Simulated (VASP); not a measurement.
# Al6N (P3m1) in VASP: a series of runs, part 2 of 2

VASP 6.6.1. Earlier steps stand in the parts before.

## (4) Single point, PBE (14.44 Å³/atom)

This run uses another cell than the first one, of 14.44 Å³/atom.

File INCAR:

```
PREC = Accurate
ENCUT = 520
EDIFF = 1E-6
ISMEAR = 0
SIGMA = 0.1
LREAL = F
LASPH = T
NELM = 100
ALGO = Normal
ISIF = 2
LWAVE = F
LCHARG = F
GGA = PE
NBANDS = 36
```

File KPOINTS:

```
Automatic mesh
0
Gamma
  12 12 2
```

File POSCAR:

```
Al6N
1.0
    2.9226456502      0.0000000000      0.0000000000
   -1.4613228251      2.5310853793      0.0000000000
    0.0000000000      0.0000000000     27.3211301412
Al N
12 2
Direct
    0.6666666667      0.3333333333      0.6754115248
    0.0000000000      0.0000000000      0.7557336218
    0.3333333333      0.6666666667      0.8366799583
    0.3333333333      0.6666666667      0.5945442180
    0.3333333333      0.6666666667      0.0908228980
    0.6666666667      0.3333333333      0.1862891812
    0.0000000000      0.0000000000     -0.0034341858
    0.0000000000      0.0000000000      0.2722241629
    0.6666666667      0.3333333333      0.9176667787
    0.6666666667      0.3333333333      0.4326653936
    0.0000000000      0.0000000000      0.5138125070
    0.3333333333      0.6666666667      0.3518505456
    0.0000000000      0.0000000000      0.0651391216
    0.3333333333      0.6666666667      0.1588942740
```

Potentials or basis: VASP PAW PBE potentials, release 64 (Al, N).

Command:

```bash
$ cat potpaw_PBE.64/Al/POTCAR potpaw_PBE.64/N/POTCAR > POTCAR
$ mpirun -np 1 vasp_std > vasp.out
```

OUTCAR:

```text
PREC = Accurate
   ENCUT = 520
   EDIFF = 1E-6
   ISMEAR = 0
   LREAL = F
   LASPH = T
   NELM = 100
   ISIF = 2
   GGA = PE

 ion  position               nearest neighbor table
   1  0.667  0.333  0.675-   2 2.77   2 2.77   2 2.77   4 2.78   4 2.78   4 2.78
   2  0.000  0.000  0.756-   1 2.77   1 2.77   1 2.77   3 2.78   3 2.78   3 2.78
   3  0.333  0.667  0.837-   2 2.78   2 2.78   2 2.78   9 2.78   9 2.78   9 2.78
   4  0.333  0.667  0.595-  11 2.78  11 2.78  11 2.78   1 2.78   1 2.78   1 2.78
   5  0.333  0.667  0.091-  13 1.83  13 1.83  13 1.83  14 1.86   7 3.08   7 3.08   7 3.08   6 3.11
                             6 3.11   6 3.11
   6  0.667  0.333  0.186-  14 1.85  14 1.85  14 1.85   8 2.89   8 2.89   8 2.89   5 3.11   5 3.11
                             5 3.11
   7  0.000  0.000  0.997-  13 1.87   9 2.74   9 2.74   9 2.74   5 3.08   5 3.08   5 3.08
   8  0.000  0.000  0.272-  12 2.75  12 2.75  12 2.75   6 2.89   6 2.89   6 2.89
   9  0.667  0.333  0.918-   7 2.74   7 2.74   7 2.74   3 2.78   3 2.78   3 2.78
  10  0.667  0.333  0.433-  12 2.78  12 2.78  12 2.78  11 2.79  11 2.79  11 2.79
  11  0.000  0.000  0.514-   4 2.78   4 2.78   4 2.78  10 2.79  10 2.79  10 2.79
  12  0.333  0.667  0.352-   8 2.75   8 2.75   8 2.75  10 2.78  10 2.78  10 2.78
  13  0.000  0.000  0.065-   5 1.83   5 1.83   5 1.83   7 1.87
  14  0.333  0.667  0.159-   6 1.85   6 1.85   6 1.85   5 1.86

  LATTYP: Found a hexagonal cell.
 ALAT       =     2.9226456502
 C/A-ratio  =     9.3480816394

  Lattice vectors:

 A1 = (   2.9226456502,   0.0000000000,   0.0000000000)
 A2 = (  -1.4613228251,   2.5310853793,   0.0000000000)
 A3 = (   0.0000000000,   0.0000000000,  27.3211301412)

Analysis of symmetry for initial positions (statically):
=====================================================================
 Subroutine PRICEL returns:
 Original cell was already a primitive cell.

 Routine SETGRP: Setting up the symmetry group for a
 hexagonal supercell.

 Subroutine GETGRP returns: Found  6 space group operations
 (whereof  6 operations were pure point group operations)
 out of a pool of 24 trial point group operations.

The static configuration has the point symmetry C_3v.

Analysis of symmetry for dynamics (positions and initial velocities):
=====================================================================
 Subroutine PRICEL returns:
 Original cell was already a primitive cell.

 Routine SETGRP: Setting up the symmetry group for a
 hexagonal supercell.

 Subroutine GETGRP returns: Found  6 space group operations
 (whereof  6 operations were pure point group operations)
 out of a pool of 24 trial point group operations.

The dynamic configuration has the point symmetry C_3v.

 Subroutine INISYM returns: Found  6 space group operations
 (whereof  6 operations are pure point group operations),
 and found     1 'primitive' translations

----------------------------------------------------------------------------------------

                                     Primitive cell

  volume of cell :     202.1071

  direct lattice vectors                    reciprocal lattice vectors
     2.922645650  0.000000000  0.000000000     0.342155745  0.197543712  0.000000000
[... 99 lines left out ...]
   NGXF,Y,Z  is equivalent  to a cutoff of  27.30, 27.30, 25.56 a.u.
 SYSTEM =  unknown system
   PREC   = accura    normal or accurate (medium, high low for compatibility)
   ISTART =      0    job   : 0-new  1-cont  2-samecut
   ICHARG =      2    charge: 1-file 2-atom 10-const
   ISPIN  =      1    spin polarized calculation?
   LNONCOLLINEAR =      F non collinear calculations
   LSORBIT =      F    spin-orbit coupling
   LASPH  =      T    aspherical Exc in radial PAW
   ENCUT  =  520.0 eV  38.22 Ry    6.18 a.u.   5.43  5.43 50.80*2*pi/ulx,y,z
   NELM   =    100;   NELMIN=  2; NELMDL= -5     # of ELM steps
   EDIFF  = 0.1E-05   stopping-criterion for ELM
   LREAL  =      F    real-space projection
   EDIFFG = 0.1E-04   stopping-criterion for IOM
   NSW    =      0    number of steps for IOM
   IBRION =     -1    ionic relax: 0-MD 1-quasi-New 2-CG
   NFREE  =      0    steps in history (QN), initial steepest desc. (CG)
   ISIF   =      2    stress and relaxation
   ISYM   =      2    0-nonsym 1-usesym 2-fastsym
   POTIM  = 0.5000    time-step for ionic-motion
   TEBEG  =    0.0;   TEEND  =   0.0 temperature during run
   PSTRESS=    0.0 pullay stress
   NELECT =      46.0000    total number of electrons
   NUPDOWN=      -1.0000    fix difference up-down
   EMIN   =  10.00;   EMAX   =-10.00  energy-range for DOS
   EFERMI =   0.00;   METHOD = LEGACY
   ISMEAR =     0;   SIGMA  =   0.10  broadening in eV -4-tet -1-fermi 0-gaus
   EFERMI_NEDOS =   21; number of points for ismear=-14 and -15
   IALGO  =     38    algorithm
   IMIX   =      4    mixing-type and parameters
     AMIX     =   0.40;   BMIX     =  1.00
     AMIX_MAG =   1.60;   BMIX_MAG =  1.00
  volume/ion in A,a.u.               =      14.44        97.42
  Fermi-wavevector in a.u.,A,eV,Ry     =   0.999540  1.888857 13.593315  0.999080
  Thomas-Fermi vector in A             =   2.131837
   LORBIT       =      0    0 simple, 1 ext, 2 COOP (PROOUT), +10 PAW based schemes
   GGA     = PE    functional components
   LHFCALC =     F    Hartree Fock is set to
   AEXX    =    0.0000 exact exchange contribution
   IVDW    =     0    specifies the selected vdW correction
   LEPSILON=     F    determine dielectric tensor
   LRPA    =     F    only Hartree local field effects (RPA)
 non-spin polarized calculation
 Gauss-broadening in eV      SIGMA  =   0.10
  energy-cutoff  :      520.00
  volume of cell :      202.11
 maximum number of plane-waves:      5562
 NGX is ok and might be reduce to    24
   NGX = 11   NGY = 11   NGZ =101

 number of electron      46.0000002 magnetization

 Free energy of the ion-electron system (eV)
  ---------------------------------------------------
  ext. energy  EPLUGINS =         0.00000000
  ---------------------------------------------------
  free energy    TOTEN  =       -65.62866924 eV

  energy without entropy =      -65.60419919  energy(sigma->0) =      -65.61643422

 E-fermi :   8.2617     XC(G=0): -10.4323

 val. band max:        8.2480173032   @ k =   0.0833   0.0000   0.0000
 cond. band min:       8.2633434007   @ k =   0.1667   0.1667   0.5000
 fundamental gap:      0.0153260975
 Fermi energy:         8.2616732233

 k-point     1 :       0.0000    0.0000    0.0000
  band No.  band energies     occupation
      1      -9.0849      2.00000
      2      -8.0827      2.00000
      3      -2.9047      2.00000
      4      -2.7089      2.00000
      5      -2.4274      2.00000
      6      -1.9329      2.00000
[... 901 lines left out ...]
     34      13.3868      0.00000
     35      13.5678      0.00000

 [... further k-points ...]

 [bands above 35 left out]

------------------------ aborting loop because EDIFF is reached ----------------------------------------

  FORCE on cell =-STRESS in cart. coord.  units (eV):
  Direction    XX          YY          ZZ          XY          YZ          ZX
  --------------------------------------------------------------------------------------
  -------------------------------------------------------------------------------------
  Total        7.7377150      7.7377150      7.6060790      0.0000000      0.0000000      0.0000000
  in kB       61.3397068     61.3397068     60.2961793      0.0000000      0.0000000      0.0000000
  external PRESSURE =      60.9918643 kB  Pullay stress =       0.0000000 kB

 VOLUME and BASIS-vectors are now :
 -----------------------------------------------------------------------------
  energy-cutoff  :      520.00
  volume of cell :      202.11
      direct lattice vectors                 reciprocal lattice vectors
     2.922645650  0.000000000  0.000000000     0.342155745  0.197543712  0.000000000
    -1.461322825  2.531085379  0.000000000     0.000000000  0.395087423  0.000000000
     0.000000000  0.000000000 27.321130141     0.000000000  0.000000000  0.036601707

 POSITION                                       TOTAL-FORCE (eV/Angst)
 -----------------------------------------------------------------------------------
      1.46132      0.84370     18.45301        -0.000000      0.000000     -0.000018
      0.00000      0.00000     20.64750        -0.000000      0.000000     -0.001123
     -0.00000      1.68739     22.85904        -0.000000      0.000000     -0.001238
     -0.00000      1.68739     16.24362        -0.000000      0.000000      0.000791
     -0.00000      1.68739      2.48138         0.000000     -0.000000      0.009659
      1.46132      0.84370      5.08963         0.000000     -0.000000     -0.008569
      0.00000      0.00000     27.22730        -0.000000      0.000000      0.008071
      0.00000      0.00000      7.43747        -0.000000      0.000000     -0.010863
      1.46132      0.84370     25.07169        -0.000000      0.000000      0.003763
      1.46132      0.84370     11.82091        -0.000000      0.000000     -0.000413
      0.00000      0.00000     14.03794        -0.000000      0.000000      0.001299
     -0.00000      1.68739      9.61295        -0.000000      0.000000     -0.002804
      0.00000      0.00000      1.77967        -0.000000      0.000000      0.000152
     -0.00000      1.68739      4.34117         0.000000     -0.000000      0.001292
 -----------------------------------------------------------------------------------
    total drift:                                0.000000     -0.000000      0.000652

  FREE ENERGIE OF THE ION-ELECTRON SYSTEM (eV)
  ---------------------------------------------------
  free  energy   TOTEN  =       -65.6286692387 eV

  energy  without entropy=      -65.6041991938  energy(sigma->0) =      -65.61643422
```

Wall time 11 min (1 thread of Intel Xeon 8259CL, shared host); peak memory 0.45 GiB.

Results:

| Item | Value |
| --- | --- |
| Free energy | -65.6287 eV |
| Pressure | 6.1 GPa |
| Largest force | 0.011 eV/Å |
| Band gap on the k mesh | zero (bands 23 and 24 overlap by 5.18 eV) |

Forces in eV/Å, atoms in the order of the input:
```
Al   0.000  0.000  0.000
Al   0.000  0.000 -0.001
Al   0.000  0.000 -0.001
Al   0.000  0.000  0.001
Al   0.000  0.000  0.010
Al   0.000  0.000 -0.009
Al   0.000  0.000  0.008
Al   0.000  0.000 -0.011
Al   0.000  0.000  0.004
Al   0.000  0.000  0.000
Al   0.000  0.000  0.001
Al   0.000  0.000 -0.003
N    0.000  0.000  0.000
N    0.000  0.000  0.001
```

Stress tensor (GPa, compression positive):
```
6.13 0.00 0.00
0.00 6.13 0.00
0.00 0.00 6.03
```

Levels at points of the mesh, in eV from the Fermi level:
| k point | band 19 | band 20 | band 21 | band 22 | band 23 | band 24 | band 25 | band 26 |
| --- | --- | --- | --- | --- | --- | --- | --- | --- |
| (0.00, 0.00, 0.00) | -1.86 | -1.16 | -0.20 | 1.67 | 2.78 | 4.84 | 5.14 | 6.90 |
| (0.50, 0.00, 0.00) | -3.20 | -2.81 | -2.71 | -2.06 | -1.40 | -1.18 | -0.30 | -0.19 |
| (0.00, 0.00, 0.50) | -1.86 | -1.62 | 0.20 | 1.27 | 3.23 | 4.15 | 5.98 | 6.24 |
| (0.50, 0.00, 0.50) | -3.16 | -2.81 | -2.67 | -2.23 | -1.24 | -1.11 | -0.46 | -0.29 |

Caveat: the cell stands under pressure.

## (5) The runs side by side

```csv
cell,gap on the mesh (eV),pressure (GPa),largest force (eV/Å)
"a = 2.856, b = 2.856, c = 26.789 Å, angles 90.0, 90.0, 120.0°, 14 atoms, atomic positions A",none,14.6,0.01
"a = 2.890, b = 2.890, c = 27.051 Å, angles 90.0, 90.0, 120.0°, 14 atoms, atomic positions B",none,10.0,0.01
"a = 2.923, b = 2.923, c = 27.321 Å, angles 90.0, 90.0, 120.0°, 14 atoms, atomic positions C",none,6.1,0.01
```

Alike in all rows: task single point; level PBE; potentials or basis VASP PAW PBE potentials, release 64 (Al, N); no spin polarisation; k mesh 12 × 12 × 2; cutoff (eV) 520; smearing gaussian 0.1 eV.

Caveats: the cell stands under pressure.

Absolute energies hang on the potentials; compare differences alone.
